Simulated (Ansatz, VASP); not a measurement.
**Two plane-wave programs on FeSi**

```
CELL_PARAMETERS angstrom
4.44801 0.00000 0.00000
0.00000 4.44801 0.00000
0.00000 0.00000 4.44801
ATOMIC_POSITIONS crystal
Fe 0.13600 0.13600 0.13600
Fe 0.36400 0.86400 0.63600
Fe 0.63600 0.36400 0.86400
Fe 0.86400 0.63600 0.36400
Si 0.84072 0.84072 0.84072
Si 0.65928 0.15928 0.34072
Si 0.34072 0.65928 0.15928
Si 0.15928 0.34072 0.65928
```

Alike in both runs: functional PBE; k mesh 8 × 8 × 8; occupations gaussian, width 0.01 eV; no spin polarisation.

Ansatz relaxed the structure, and its values are those at the end. VASP's run is a single point on that final structure, the one shown.

```csv
,VASP,Ansatz
version,VASP 6.6.1,Ansatz 0.2.0
potentials or method,"VASP PAW PBE potentials, release 64 (Fe, Si), cutoff 520 eV","scalar-relativistic, plane waves, PAW"
valence electrons in the cell,48,80
```

```tsv
	VASP	Ansatz	Ansatz less VASP
gap on the k mesh at the Fermi level (eV)	0.16	0.17	+0.007
least direct gap on the mesh (eV)	0.17	0.18	+0.006
pressure (GPa)	0.2	0.0	-0.19
rms of the force components (eV/Å)	0.014	0.000	-0.0140
```

VASP's potentials hold 48 valence electrons a cell and Ansatz's 80, so a difference there can come from the potentials and not from the codes.
